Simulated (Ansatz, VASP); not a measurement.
## WSe in VASP and in Ansatz

The input POSCAR:

```
WSe
1.0
    3.0994713094      0.0000000000      0.0000000000
    0.0000000000      3.0994713094      0.0000000000
    0.0000000000      0.0000000000      3.0994713094
W Se
1 1
Direct
    0.0000000000      0.0000000000      0.0000000000
    0.5000000000      0.5000000000      0.5000000000
```

The input INCAR.step1:

```
PREC = Accurate ; ENCUT = 600
ISMEAR = 0 ; SIGMA = 0.1
LREAL = F ; LASPH = T
NELM = 150 ; ISPIN = 2
MAGMOM = 1.83 -0.3 ; LMAXMIX = 4
LDAU = T ; LDAUTYPE = 2
LDAUL = 2 -1 ; LDAUU = 6.2 0
LDAUJ = 0 0 ; GGA = PE
ALGO = Normal ; EDIFF = 1E-4
LWAVE = T ; LCHARG = F
```

The input INCAR.step2:

```
PREC = Accurate ; ENCUT = 600
EDIFF = 1E-7 ; ISMEAR = 0
SIGMA = 0.1 ; LREAL = F
LASPH = T ; NELM = 150
ALGO = Normal ; ISIF = 3
LWAVE = F ; LCHARG = F
ISPIN = 2 ; MAGMOM = 1.83 -0.3
LORBIT = 11 ; LMAXMIX = 4
LDAU = T ; LDAUTYPE = 2
LDAUL = 2 -1 ; LDAUU = 6.2 0
LDAUJ = 0 0 ; LDAUPRINT = 1
METAGGA = R2SCAN ; LMIXTAU = T
IBRION = 2 ; NSW = 100
EDIFFG = -0.05 ; ISTART = 1
```

File KPOINTS:

```
Automatic mesh
0
Gamma
  6 6 6
```

Input for Ansatz:

```yaml
crystal:
  lattice:
    - [3.0994713094, 0.0, 0.0]
    - [0.0, 3.0994713094, 0.0]
    - [0.0, 0.0, 3.0994713094]
  atoms:
    - { symbol: W, position: [0.0, 0.0, 0.0], spin: 1.83 }
    - { symbol: Se, position: [0.5, 0.5, 0.5], spin: -0.3 }
basis:
  ecutwfc: 500
kpoints:
  mp_grid: { grid: [6, 6, 6] }
hamiltonian:
  xc: r2scan
  hubbard: { sites: [{ species: W, l: d, u_eff: 6.2 }] }
scf:
  occupations: { method: gaussian, width: 0.1 }
output:
  forces: true
  stress: true
  eigenvalues: true
  populations: true
magnetization:
  spin_polarized: true
relax:
  adjacent_minimum: "off"
  f_tol: 0.05
  max_steps: 80
  cell: { stress_tol: 0.5 }
```

Alike in both runs: task relaxation of cell and atoms; functional r2SCAN; k mesh 6 × 6 × 6; occupations gaussian, width 0.1 eV; collinear spin; Hubbard terms W d U = 6.2 eV.

```csv
,VASP,Ansatz
version,VASP 6.6.1,Ansatz 0.2.0
potentials or method,"VASP PAW PBE potentials, release 64 (W_sv, Se), cutoff 600 eV","scalar-relativistic, plane waves, PAW"
valence electrons in the cell,20,30
```

```tsv
	VASP	Ansatz	Ansatz less VASP
gap on the k mesh at the Fermi level, each at its own relaxed structure (eV)	none	none	-
net moment per atom (μB)	1.02	1.05	+0.024
size of the moment on the site where the two differ most (μB)	0.23	0.39	+0.162
relaxed volume (Å³/atom)	17.60	17.66	+0.057
relaxed cell length with the largest relative difference (Å)	3.277	3.281	+0.0035
```

VASP's potentials were made for PBE, not for r2SCAN. Site moments also hang on the region over which each program counts them. The programs project onto different local orbitals, so the same U acts differently, and such runs can settle in different states. A gap of «none» marks a metal or a gap that the smearing closes. VASP's potentials hold 20 valence electrons a cell and Ansatz's 30, so a difference there can come from the potentials and not from the codes. Ansatz's warnings: filled band counts differ across k points.

Neither program's run includes spin-orbit coupling. Noted on VASP's run: the volume moved by over 15 % at a fixed basis, so the end points are rough.
